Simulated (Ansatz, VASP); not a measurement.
**One calculation of C, two programs**

```xyz
2
Lattice="2.4230 0.0000 0.0000 -1.2115 2.0984 0.0000 0.0000 0.0000 26.0024" Properties=species:S:1:pos:R:3 pbc="T T T"
C     1.2115    0.6995   13.2867
C     0.0000    1.3989   12.7157
```

Alike in both runs: task single point; functional PBE; dispersion D3(BJ); k mesh 21 × 21 × 1; occupations gaussian, width 0.1 eV; no spin polarisation.

|  | VASP | Ansatz |
| --- | --- | --- |
| version | VASP 6.6.1 | Ansatz 0.2.0 |
| potentials or method | VASP PAW PBE potentials, release 64 (C), cutoff 520 eV | scalar-relativistic, plane waves, PAW |
| valence electrons in the cell | 8 | 8 |

|  | VASP | Ansatz | Ansatz less VASP |
| --- | --- | --- | --- |
| gap on the k mesh at the Fermi level (eV) | none | none | - |
| rms of the force components (eV/Å) | 5.681 | 5.704 | +0.0234 |

Atom by atom the forces differ by 0.023 eV/Å (rms over components). A gap of «none» marks a metal or a gap that the smearing closes.
